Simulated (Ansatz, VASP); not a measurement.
Sr in VASP and in Ansatz

```
Sr
1.0
     3.63088   -2.09750    0.00705
     3.63088    2.09750    0.00705
    -2.42889    0.00000   10.27807
Sr
3
Direct
  0.00000 0.00000 0.50000
  0.22258 0.22258 0.16734
  0.77742 0.77742 0.83266
```

Alike in both runs: functional PBEsol; k mesh 12 × 12 × 4; occupations gaussian, width 0.1 eV; no spin polarisation.

Ansatz relaxed the structure, and its values are those at the end. VASP's run is a single point on that final structure, the one shown.

|  | VASP | Ansatz |
| --- | --- | --- |
| version | VASP 6.6.1 | Ansatz 0.2.0 |
| potentials or method | VASP PAW PBE potentials, release 64 (Sr_sv), cutoff 520 eV | scalar-relativistic, plane waves, PAW |
| valence electrons in the cell | 30 | 30 |

```csv
,VASP,Ansatz,Ansatz less VASP
gap on the k mesh at the Fermi level (eV),none,none,-
pressure (GPa),0.0,0.0,-0.01
```

VASP's potentials were made for PBE, not for PBEsol. A gap of «none» marks a metal or a gap that the smearing closes.
